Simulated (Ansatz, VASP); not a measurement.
# CdSe in VASP and in Ansatz

File INCAR:

```
PREC     = Accurate       # precision mode
ENCUT    = 520            # plane-wave cutoff, eV
EDIFF    = 1E-6           # SCF threshold, eV
ISMEAR   = 0              # smearing method
SIGMA    = 0.01           # smearing width, eV
LREAL    = F              # projectors in reciprocal space
LASPH    = T              # aspherical terms in the spheres
NELM     = 60             # most SCF steps
ALGO     = Normal         # electronic algorithm
ISIF     = 2              # what is computed and relaxed
LWAVE    = F              # write WAVECAR
LCHARG   = F              # write CHGCAR
GGA      = PE             # functional
NBANDS   = 16             # bands
```

File KPOINTS:

```
regular mesh
0
Gamma
  6 6 6
```

The input POSCAR:

```
CdSe
1.0
    0.0000000000      3.0702700000      3.0702700000
    3.0702700000      0.0000000000      3.0702700000
    3.0702700000      3.0702700000      0.0000000000
Cd Se
1 1
Direct
    0.0000000000      0.0000000000      0.0000000000
    0.7459286968      0.7540713032      0.7459286968
```

Input for Ansatz:

```yaml
crystal:
  lattice:
    - [0.0, 3.07027, 3.07027]
    - [3.07027, 0.0, 3.07027]
    - [3.07027, 3.07027, 0.0]
  atoms:
    - { symbol: Cd, position: [0.0, 0.0, 0.0] }
    - { symbol: Se, position: [0.7459286968247091, 0.7540713031752907, 0.7459286968247091] }
basis:
  ecutwfc: 462.593566181796
kpoints:
  mp_grid:
    grid: [6, 6, 6]
    shift: [0.0, 0.0, 0.0]
hamiltonian:
  xc: pbe
scf:
  occupations:
    method: fixed
output:
  forces: true
```

Alike in both runs: task single point; functional PBE; k mesh 6 × 6 × 6; no spin polarisation.

|  | VASP | Ansatz |
| --- | --- | --- |
| version | VASP 6.6.1 | Ansatz 0.2.0 |
| potentials or method | VASP PAW PBE potentials, release 64 (Cd, Se), cutoff 520 eV | plane waves, PAW |
| occupations | gaussian, width 0.01 eV | fixed |
| valence electrons in the cell | 18 | 36 |

```tsv
	VASP	Ansatz	Ansatz less VASP
rms of the force components (eV/Å)	0.067	0.065	-0.0019
```

Atom by atom the forces differ by 0.002 eV/Å (rms over components). VASP's potentials hold 18 valence electrons a cell and Ansatz's 36, so a difference there can come from the potentials and not from the codes.
